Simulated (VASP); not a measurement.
Here is a VASP 6.6.1 calculation.

File POSCAR:

```
C
1.0
    2.4558907252      0.0000000000      0.0000000000
   -1.2279453626      2.1268637570      0.0000000000
    0.0000000000      0.0000000000      7.2965280788
C
4
Direct
    0.0000000000      0.0000000000      0.0025000000
    0.0000000000      0.0000000000      0.5025000000
    0.3333333333      0.6666666667      0.0025000000
    0.6666666667      0.3333333333      0.5025000000
```

Contents of INCAR.step1:

```
PREC = Accurate ; ENCUT = 520
ISMEAR = 0 ; SIGMA = 0.15
LREAL = False ; LASPH = True
NELM = 80 ; NBANDS = 16
GGA = PE ; ALGO = Normal
EDIFF = 1E-4 ; LWAVE = True
LCHARG = False
```

INCAR.step2

```
PREC = Accurate ; ENCUT = 520
EDIFF = 1E-7 ; ISMEAR = 0
SIGMA = 0.15 ; LREAL = False
LASPH = True ; NELM = 80
ALGO = Normal ; ISIF = 2
LWAVE = False ; LCHARG = True
METAGGA = R2SCAN ; LMIXTAU = True
LELF = True ; LVHAR = True
NBANDS = 16 ; ISTART = 1
```

Contents of KPOINTS:

```
regular mesh
0
Gamma
  24 24 8
```

Potentials or basis: VASP PAW PBE potentials, release 64 (C).

Command:

```console
$ cat potpaw_PBE.64/C/POTCAR > POTCAR
$ cp INCAR.step1 INCAR
$ mpirun -np 1 vasp_std > vasp.out
$ cp INCAR.step2 INCAR
$ mpirun -np 1 vasp_std > vasp.out
```

Estimate the band gap on the k mesh.

zero (bands 8 and 9 overlap by 0.01 eV).

What does it give for the pressure?

0.5 GPa.

Stress tensor (GPa, compression positive):
```
 1.04  0.00  0.00
 0.00  1.04  0.00
 0.00  0.00 -0.65
```

Caveat: the cell differs from its parent crystal (strain +0.0350 x Voigt [0, 0, 1, 0, 0, 0]); the PAW data sets were made with another functional, which shifts forces and pressure a little.
